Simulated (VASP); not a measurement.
PbSe:

```
Pb Se
1.0
     0.00000    3.08870    3.08870
     2.96515    0.00000    3.08870
     2.96515    3.08870    0.00000
Pb Se
1 1
Cartesian
  0.0000 0.0000 0.0000
  2.9652 3.0887 3.0887
```

This cell differs from its parent crystal: uniaxial x strain -4.0%.

Base run:

```yaml
Program: VASP 6.6.1
Functional: r2SCAN
Potentials_or_basis: VASP PAW PBE potentials, release 64 (Pb_d, Se)
Cutoff: 520 eV
k_mesh: 8 × 8 × 8
Occupations: gaussian, width 0.01 eV
Spin: no spin polarisation
```

Its results: band gap on the k mesh 0.47 eV, direct; pressure 2.6 GPa.

**Question.** The run is repeated on the same cell with these changes: functional from r2SCAN to PBE; occupations from gaussian, width 0.01 eV to fermi-dirac, width 0.02 eV. What comes out?

**Answer.** Band gap on the k mesh 0.19 eV, direct; pressure 3.5 GPa.

Caveats: spin-orbit coupling is left out, which moves the levels of the heavy elements; the PAW data sets were made with another functional, which shifts forces and pressure a little (some runs).

A k mesh can miss the band edges.
